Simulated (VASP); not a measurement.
Crystal: SnO.

```xyz
4
Lattice="3.3550 0.0000 0.0000 0.0000 5.6741 0.0000 0.0000 0.0000 4.2220" Properties=species:S:1:pos:R:3 pbc="T T T"
Sn    0.0000    1.3159    2.1665
Sn    1.6775    4.3582    0.0555
O     0.0000    5.0570    3.1110
O     1.6775    0.6171    1.0000
```

Base run:

* Program: VASP 6.6.1
* Functional: PBEsol
* Dispersion: D3(BJ)
* Potentials or basis: VASP PAW PBE potentials, release 64 (Sn_d, O)
* Cutoff: 520 eV
* k mesh: 8 × 6 × 6
* Occupations: gaussian, width 0.02 eV
* Spin: no spin polarisation

Its results: band gap on the k mesh 1.33 eV, indirect (least direct gap 1.97 eV); pressure -4.4 GPa; largest force 0.343 eV/Å.

The run is repeated on the same cell with these changes: k mesh from 8 × 6 × 6 to 6 × 4 × 4; occupations from gaussian, width 0.02 eV to gaussian, width 0.1 eV. What comes out?

Band gap on the k mesh 1.58 eV, indirect (least direct gap 2.33 eV); pressure -4.4 GPa; largest force 0.345 eV/Å.

Caveats: the PAW data sets were made with another functional, which shifts forces and pressure a little; spin-orbit coupling is left out, which moves the levels of the heavy elements.

A k mesh can miss the band edges.
